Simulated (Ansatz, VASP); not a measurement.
## One calculation of AgCl, two programs

```xyz
2
Lattice="0.0000 2.7732 2.7732 2.7732 0.0000 2.7732 2.7732 2.7732 0.0000" Properties=species:S:1:pos:R:3 pbc="T T T"
Ag    0.0000    0.0000    0.0000
Cl    2.7732    2.7732    2.7732
```

Alike in both runs: task single point; functional PBE-based screened hybrid; k mesh 4 × 4 × 4; no spin polarisation.

```csv
,VASP,Ansatz
version,VASP 6.6.1,Ansatz 0.2.0
potentials or method,"VASP PAW PBE potentials, release 64 (Ag, Cl)",plane waves
plane-wave cutoff (eV),520,420
occupations,"gaussian, width 0.01 eV",fixed
valence electrons in the cell,18,26
```

Ansatz gave:

| Item | Value |
| --- | --- |
| gap on the k mesh at the Fermi level (eV) | 8.85 |
| pressure (GPa) | 0.7 |

**Question.** Estimate VASP's values.

**Answer.** gap on the k mesh at the Fermi level (eV): 8.79; pressure (GPa): 0.0.

VASP's potentials were made for PBE, not for PBE-based screened hybrid. VASP's potentials hold 18 valence electrons a cell and Ansatz's 26, so a difference there can come from the potentials and not from the codes. Ansatz's warnings: stress exchange threshold loose, stress scf threshold loose.

The k mesh is coarse, so the values compare programs but aren't converged.
